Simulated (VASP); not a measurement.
# MgS (P-6m2) in VASP: a series of runs

Aim: see how the results for MgS move with the level of theory and the settings. Levels: PBE-based screened hybrid with 25 % exact exchange, HF. Tasks: single point.

Program: VASP 6.6.1. These are calculated values, not measurements. Logs are shortened: lines on timing, memory, paths and dates and some standing lists are left out, and cuts for length are marked.

## (1) The cell of the first run

It takes space group P-6m2 (No. 187, hexagonal). The conventional cell has a = 3.589 Å, b = 3.589 Å, c = 3.294 Å, α = 90.00°, β = 90.00°, γ = 120.00°. Mg (site symmetry -6m2) has 6 S at 2.65 Å and 8 Mg at 3.29 to 3.59 Å within 3.6 Å. Within 3.6 Å of S (site symmetry -6m2) lie 6 Mg at 2.65 Å and 8 S at 3.29 to 3.59 Å.

## (2) Single point, PBE-based screened hybrid with 25 % exact exchange

Contents of POSCAR:

```
MgS
1.0
    3.5894804027     -0.0000028696      0.0000000000
   -1.7947377162      3.1085826499      0.0000000000
    0.0000000000      0.0000000000      3.2935806557
Mg S
1 1
Direct
    0.0000000000      0.0000000000      0.5000000000
    0.6666666667      0.3333333333      0.0000000000
```

Contents of INCAR.step1:

```
SYSTEM = MgS
ALGO = Normal
EDIFF = 1E-5
ENCUT = 520
GGA = PE
ISIF = 2
ISMEAR = -1
LASPH = .True.
LCHARG = .False.
LREAL = .False.
LWAVE = .True.
NBANDS = 11
NELM = 100
PREC = Accurate
SIGMA = 0.05
```

Contents of INCAR.step2:

```
SYSTEM = MgS
AEXX = 0.25
ALGO = Normal
EDIFF = 1E-6
ENCUT = 520
GGA = PE
HFSCREEN = 0.3
ISIF = 2
ISMEAR = -1
ISTART = 1
LASPH = .True.
LCHARG = .False.
LHFCALC = .True.
LREAL = .False.
LWAVE = .False.
NBANDS = 11
NELM = 100
PREC = Accurate
PRECFOCK = Normal
SIGMA = 0.05
```

Contents of KPOINTS:

```
k-points
0
Gamma
  5 5 4
  0 0 0
```

Potentials or basis: VASP PAW PBE potentials, release 64 (Mg, S).

Run with:

```sh
> cat potpaw_PBE.64/Mg/POTCAR potpaw_PBE.64/S/POTCAR > POTCAR
> cp INCAR.step1 INCAR
> mpirun -np 1 vasp_std > vasp.out
> cp INCAR.step2 INCAR
> mpirun -np 1 vasp_std > vasp.out
```

OUTCAR:

```text
SYSTEM = MgS
   AEXX = 0.25
   EDIFF = 1E-6
   ENCUT = 520
   GGA = PE
   HFSCREEN = 0.3
   ISIF = 2
   ISMEAR = -1
   ISTART = 1
   LASPH = .True.
   LHFCALC = .True.
   LREAL = .False.
   NELM = 100
   PREC = Accurate
   PRECFOCK = Normal

 ion  position               nearest neighbor table
   1  0.000  0.000  0.500-   2 2.65   2 2.65   2 2.65   2 2.65   2 2.65   2 2.65
   2  0.667  0.333  0.000-   1 2.65   1 2.65   1 2.65   1 2.65   1 2.65   1 2.65

  LATTYP: Found a hexagonal cell.
 ALAT       =     3.5894804027
 C/A-ratio  =     0.9175647409

  Lattice vectors:

 A1 = (   3.5894804027,  -0.0000028696,   0.0000000000)
 A2 = (  -1.7947377162,   3.1085826499,   0.0000000000)
 A3 = (   0.0000000000,   0.0000000000,   3.2935806557)

Analysis of symmetry for initial positions (statically):
=====================================================================
 Subroutine PRICEL returns:
 Original cell was already a primitive cell.

 Routine SETGRP: Setting up the symmetry group for a
 hexagonal supercell.

 Subroutine GETGRP returns: Found 12 space group operations
 (whereof 12 operations were pure point group operations)
 out of a pool of 24 trial point group operations.

The static configuration has the point symmetry D_3h.

Analysis of symmetry for dynamics (positions and initial velocities):
=====================================================================
 Subroutine PRICEL returns:
 Original cell was already a primitive cell.

 Routine SETGRP: Setting up the symmetry group for a
 hexagonal supercell.

 Subroutine GETGRP returns: Found 12 space group operations
 (whereof 12 operations were pure point group operations)
 out of a pool of 24 trial point group operations.

The dynamic configuration has the point symmetry D_3h.

 Subroutine INISYM returns: Found 12 space group operations
 (whereof 12 operations are pure point group operations),
 and found     1 'primitive' translations

----------------------------------------------------------------------------------------

                                     Primitive cell

  volume of cell :      36.7504

  direct lattice vectors                    reciprocal lattice vectors
     3.589480403 -0.000002870  0.000000000     0.278591983  0.160844859  0.000000000
    -1.794737716  3.108582650  0.000000000     0.000000257  0.321690164  0.000000000
     0.000000000  0.000000000  3.293580656     0.000000000  0.000000000  0.303620923

  length of vectors
     3.589480403  3.589480403  3.293580656     0.321690164  0.321690164  0.303620923

  position of ions in fractional coordinates (direct lattice)
     0.000000000  0.000000000  0.500000000
     0.666666667  0.333333333  0.000000000

  ion indices of the primitive-cell ions
   primitive index   ion index
                 1           1
                 2           2

----------------------------------------------------------------------------------------

 KPOINTS: k-points

Automatic generation of k-mesh.
 Grid dimensions read from file:
 generate k-points for:    5    5    4

 Generating k-lattice:

  Cartesian coordinates                     Fractional coordinates (reciprocal lattice)
     0.055718397  0.032168972  0.000000000     0.200000000 -0.000000000  0.000000000
     0.000000051  0.064338033  0.000000000     0.000000000  0.200000000  0.000000000
     0.000000000  0.000000000  0.075905231     0.000000000  0.000000000  0.250000000

  Length of vectors
     0.064338033  0.064338033  0.075905231

  Shift w.r.t. Gamma in fractional coordinates (k-lattice)
     0.000000000  0.000000000  0.000000000

 Subroutine IBZKPT returns following result:
 ===========================================

 Found     15 irreducible k-points:

 Following reciprocal coordinates:
            Coordinates               Weight
  0.000000  0.000000  0.000000      1.000000
  0.200000  0.000000  0.000000      6.000000
  0.400000  0.000000  0.000000      6.000000
  0.200000  0.200000  0.000000      6.000000
  0.400000  0.200000  0.000000      6.000000
  0.000000  0.000000  0.250000      2.000000
  0.200000  0.000000  0.250000     12.000000
  0.400000  0.000000  0.250000     12.000000
  0.200000  0.200000  0.250000     12.000000
  0.400000  0.200000  0.250000     12.000000
  0.000000  0.000000  0.500000      1.000000
  0.200000  0.000000  0.500000      6.000000
  0.400000  0.000000  0.500000      6.000000
  0.200000  0.200000  0.500000      6.000000
  0.400000  0.200000  0.500000      6.000000
   k-points           NKPTS =     15   k-points in BZ     NKDIM =    100   number of bands    NBANDS=     11
   number of dos      NEDOS =    301   number of ions     NIONS =      2
   total plane-waves  NPLWV =  18816
   dimension x,y,z NGX =    28 NGY =   28 NGZ =   24
   dimension x,y,z NGXF=    56 NGYF=   56 NGZF=   48
   ions per type =               1   1
   NGX,Y,Z   is equivalent  to a cutoff of  12.97, 12.97, 12.11 a.u.
   NGXF,Y,Z  is equivalent  to a cutoff of  25.94, 25.94, 24.23 a.u.
 SYSTEM =  MgS
   PREC   = accura    normal or accurate (medium, high low for compatibility)
   ISTART =      1    job   : 0-new  1-cont  2-samecut
   ICHARG =      0    charge: 1-file 2-atom 10-const
   ISPIN  =      1    spin polarized calculation?
   LNONCOLLINEAR =      F non collinear calculations
   LSORBIT =      F    spin-orbit coupling
   LASPH  =      T    aspherical Exc in radial PAW
   ENCUT  =  520.0 eV  38.22 Ry    6.18 a.u.   6.67  6.67  6.12*2*pi/ulx,y,z
   NELM   =    100;   NELMIN=  2; NELMDL=  0     # of ELM steps
   EDIFF  = 0.1E-05   stopping-criterion for ELM
   LREAL  =      F    real-space projection
   EDIFFG = 0.1E-04   stopping-criterion for IOM
   NSW    =      0    number of steps for IOM
   IBRION =     -1    ionic relax: 0-MD 1-quasi-New 2-CG
   NFREE  =      0    steps in history (QN), initial steepest desc. (CG)
   ISIF   =      2    stress and relaxation
   ISYM   =      3    0-nonsym 1-usesym 2-fastsym
   POTIM  = 0.5000    time-step for ionic-motion
   TEBEG  =    0.0;   TEEND  =   0.0 temperature during run
   PSTRESS=    0.0 pullay stress
   NELECT =       8.0000    total number of electrons
   NUPDOWN=      -1.0000    fix difference up-down
   EMIN   =  10.00;   EMAX   =-10.00  energy-range for DOS
   EFERMI =   0.00;   METHOD = LEGACY
   ISMEAR =    -1;   SIGMA  =   0.05  broadening in eV -4-tet -1-fermi 0-gaus
   EFERMI_NEDOS =   21; number of points for ismear=-14 and -15
   IALGO  =     38    algorithm
   IMIX   =      1    mixing-type and parameters
     AMIX     =   0.40;   BMIX     =  1.00
     AMIX_MAG =   1.60;   BMIX_MAG =  1.00
  volume/ion in A,a.u.               =      18.38       124.00
  Fermi-wavevector in a.u.,A,eV,Ry     =   0.984806  1.861014 13.195520  0.969843
  Thomas-Fermi vector in A             =   2.116066
   LORBIT       =      0    0 simple, 1 ext, 2 COOP (PROOUT), +10 PAW based schemes
   GGA     = PE    functional components
   LHFCALC =     T    Hartree Fock is set to
   PRECFOCK=normal    Normal, Fast or Accurate (Low or Medium for compatibility)
   ENCUT4O =  -1.0   cutoff for four orbital integrals eV
   NKREDX  =     1    reduce k-point grid by
   NKREDY  =     1    reduce k-point grid by
   NKREDZ  =     1    reduce k-point grid by
   AEXX    =    0.2500 exact exchange contribution
   HFSCREEN=    0.3000 screening length (either q_TF or 0.3 A-1)
   HFSCREENC=   0.3000 screening length for correlation (either q_TF or 0.3 A-1)
   ENCUTFOCK=  -1.0 apply spherical cutoff to Coloumb kernel
   IVDW    =     0    specifies the selected vdW correction
   LEPSILON=     F    determine dielectric tensor
   LRPA    =     F    only Hartree local field effects (RPA)
 non-spin polarized calculation
  energy-cutoff  :      520.00
  volume of cell :       36.75
 maximum number of plane-waves:       999
 NGX is ok and might be reduce to    28
  NGX = 24; NGY = 24; NGZ = 20

 number of electron       7.9999999 magnetization

 Free energy of the ion-electron system (eV)
  ---------------------------------------------------
  ext. energy  EPLUGINS =         0.00000000
  ---------------------------------------------------
  free energy    TOTEN  =        -9.09234763 eV

  energy without entropy =       -9.09234763  energy(sigma->0) =       -9.09234763

 E-fermi :   4.6542     XC(G=0):  -8.0195

 val. band max:        3.5994430071   @ k =   0.4000   0.2000   0.0000
 cond. band min:       5.8302433360   @ k =   0.4000   0.0000   0.5000
 fundamental gap:      2.2308003290
 Fermi energy:         4.6541532499

 k-point     1 :       0.0000    0.0000    0.0000
  band No.  band energies     occupation
      1     -10.7460      2.00000
      2       2.7848      2.00000
      3       2.7864      2.00000
      4       2.7864      2.00000
      5       6.5219      0.00000
      6       9.7650      0.00000
      7      11.5957      0.00000
      8      11.5957      0.00000
      9      15.7933      0.00000
     10      18.8141      0.00000
     11      18.8269      0.00000

 k-point     2 :       0.2000    0.0000    0.0000
  band No.  band energies     occupation
      1     -10.3925      2.00000
      2       0.6514      2.00000
      3       2.3610      2.00000
      4       3.0190      2.00000
      5       7.7475      0.00000
      6       9.7809      0.00000
      7      11.7375      0.00000
      8      13.0260      0.00000
      9      15.5727      0.00000
     10      17.6961      0.00000
     11      18.0598      0.00000

 k-point     3 :       0.4000    0.0000    0.0000
  band No.  band energies     occupation
      1      -9.6842      2.00000
      2      -1.6857      2.00000
      3       1.7995      2.00000
      4       3.4527      2.00000
      5       7.5477      0.00000
      6      10.5355      0.00000
      7      13.0408      0.00000
      8      13.4481      0.00000
      9      16.0823      0.00000
     10      17.2136      0.00000
     11      17.7337      0.00000
[... 141 lines left out ...]
 k-point    14 :       0.2000    0.2000    0.5000
  band No.  band energies     occupation
      1      -8.7818      2.00000
      2      -1.4058      2.00000
      3       0.5073      2.00000
      4       2.1739      2.00000
      5       6.7898      0.00000
      6       9.3185      0.00000
      7      12.0439      0.00000
      8      13.5587      0.00000
      9      15.7368      0.00000
     10      17.5440      0.00000
     11      18.6845      0.00000

 k-point    15 :       0.4000    0.2000    0.5000
  band No.  band energies     occupation
      1      -8.4544      2.00000
      2      -0.8135      2.00000
      3      -0.1870      2.00000
      4       1.4709      2.00000
      5       5.8409      0.00000
      6       8.1253      0.00000
      7      12.0150      0.00000
      8      15.9393      0.00000
      9      16.0134      0.00000
     10      19.5835      0.00000
     11      19.9189      0.00000

------------------------ aborting loop because EDIFF is reached ----------------------------------------

  FORCE on cell =-STRESS in cart. coord.  units (eV):
  Direction    XX          YY          ZZ          XY          YZ          ZX
  --------------------------------------------------------------------------------------
  -------------------------------------------------------------------------------------
  Total       -0.0626148     -0.0626148     -0.0794591     -0.0000000     -0.0000000      0.0000000
  in kB       -2.7297676     -2.7297676     -3.4641149     -0.0000000     -0.0000000      0.0000000
  external PRESSURE =      -2.9745500 kB  Pullay stress =       0.0000000 kB

 VOLUME and BASIS-vectors are now :
 -----------------------------------------------------------------------------
  energy-cutoff  :      520.00
  volume of cell :       36.75
      direct lattice vectors                 reciprocal lattice vectors
     3.589480403 -0.000002870  0.000000000     0.278591983  0.160844859  0.000000000
    -1.794737716  3.108582650  0.000000000     0.000000257  0.321690164  0.000000000
     0.000000000  0.000000000  3.293580656     0.000000000  0.000000000  0.303620923

 POSITION                                       TOTAL-FORCE (eV/Angst)
 -----------------------------------------------------------------------------------
      0.00000      0.00000      1.64679         0.000000      0.000000      0.000000
      1.79474      1.03619      0.00000        -0.000000     -0.000000      0.000000
 -----------------------------------------------------------------------------------
    total drift:                               -0.000000      0.000001      0.000000

  FREE ENERGIE OF THE ION-ELECTRON SYSTEM (eV)
  ---------------------------------------------------
  free  energy   TOTEN  =        -9.0923476290 eV

  energy  without entropy=       -9.0923476288  energy(sigma->0) =       -9.09234763
```

It took 1.8 min on 1 thread of Intel Xeon 6975P-C (Granite Rapids), shared host; peak memory 0.26 GiB.

What came out:

```
Free energy            : -9.0923 eV
Pressure               : -0.3 GPa
Band gap on the k mesh : 2.23 eV (least direct gap 3.15 eV)
```

Caveat: the k points lie up to 0.48 Å⁻¹ apart; the PAW data sets were made with another functional, which shifts forces and pressure a little; an odd mesh through Γ misses points on the zone boundary, where band edges can lie.

## (3) Single point, HF

This run uses another cell than the first one, of 19.32 Å³/atom.

Contents of POSCAR:

```
MgS
1.0
    3.6573736299     -0.0000029239      0.0000000000
   -1.8286842828      3.1673799366      0.0000000000
    0.0000000000      0.0000000000      3.3352595682
Mg S
1 1
Direct
    0.0000000000      0.0000000000      0.5000000000
    0.6666666667      0.3333333333      0.0000000000
```

Contents of INCAR.step1:

```
ALGO = Normal
EDIFF = 1E-5
ENCUT = 520
GGA = PE
ISIF = 2
ISMEAR = -1
LASPH = T
LREAL = F
LWAVE = T
NBANDS = 11
NELM = 80
PREC = Accurate
SIGMA = 0.05
```

Contents of INCAR.step2:

```
AEXX = 1.0
AGGAC = 0.0
ALDAC = 0.0
ALGO = Normal
EDIFF = 1E-6
ENCUT = 520
GGA = PE
ISIF = 2
ISMEAR = -1
ISTART = 1
LASPH = T
LCHARG = T
LELF = T
LHFCALC = T
LREAL = F
LVHAR = T
LWAVE = F
NBANDS = 11
NELM = 80
PREC = Accurate
PRECFOCK = Normal
SIGMA = 0.05
```

Contents of KPOINTS:

```
k-points
0
Gamma
  5 5 4
```

Potentials or basis: VASP PAW PBE potentials, release 64 (Mg, S).

Run with:

```sh
> cat potpaw_PBE.64/Mg/POTCAR potpaw_PBE.64/S/POTCAR > POTCAR
> cp INCAR.step1 INCAR
> mpirun -np 1 vasp_std > vasp.out
> cp INCAR.step2 INCAR
> mpirun -np 1 vasp_std > vasp.out
```

Run time: 2.5 min. Hardware: 1 thread of Intel Xeon 6975P-C (Granite Rapids), shared host; peak memory 0.17 GiB.

The run converged. Its results:

```
Free energy            : -13.7095 eV
Pressure               : -0.5 GPa
Band gap on the k mesh : 8.55 eV (least direct gap 9.60 eV)
```

Levels at points of the mesh, in eV from the valence-band top:
```
           k point  band 1  band 2  band 3  band 4  band 5  band 6  band 7  band 8  band 9
(0.00, 0.00, 0.00)  -17.93   -0.97   -0.97   -0.97    9.27   13.09   14.82   14.82   19.31
(0.00, 0.00, 0.50)  -16.56   -7.15   -0.02   -0.02   13.07   15.04   16.43   16.43   17.16
```

Caveat: the k points lie up to 0.47 Å⁻¹ apart; the PAW data sets were made with another functional, which shifts forces and pressure a little; an odd mesh through Γ misses points on the zone boundary, where band edges can lie.
